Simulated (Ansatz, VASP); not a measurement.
## One calculation of MoSe3, two programs

```xyz
4
Lattice="4.4978 0.0000 0.0000 0.0000 4.4978 0.0000 0.0000 0.0000 4.4978" Properties=species:S:1:pos:R:3 pbc="T T T"
Mo    0.0000    0.0000    0.0000
Se    0.0000    2.2489    2.2489
Se    2.2489    0.0000    2.2489
Se    2.2489    2.2489    0.0000
```

Alike in both runs: task single point; functional PBE; k mesh 4 × 4 × 4; occupations gaussian, width 0.1 eV; collinear spin.

|  | VASP | Ansatz |
| --- | --- | --- |
| version | VASP 6.6.1 | Ansatz 0.2.0 |
| potentials or method | VASP PAW PBE potentials, release 64 (Mo_sv, Se), cutoff 520 eV | scalar-relativistic, plane waves, PAW |
| valence electrons in the cell | 32 | 62 |

|  | VASP | Ansatz | Ansatz less VASP |
| --- | --- | --- | --- |
| gap on the k mesh at the Fermi level (eV) | none | none | - |
| pressure (GPa) | -12.4 | -8.0 | +4.35 |
| net moment per atom (μB) | 0.02 | 0.78 | +0.759 |
| size of the moment on the site where the two differ most (μB) | 0.01 | 2.99 | +2.980 |

The net moments are unlike, so the other rows may belong to different states. Site moments also hang on the region over which each program counts them. A gap of «none» marks a metal or a gap that the smearing closes. VASP's potentials hold 32 valence electrons a cell and Ansatz's 62, so a difference there can come from the potentials and not from the codes.
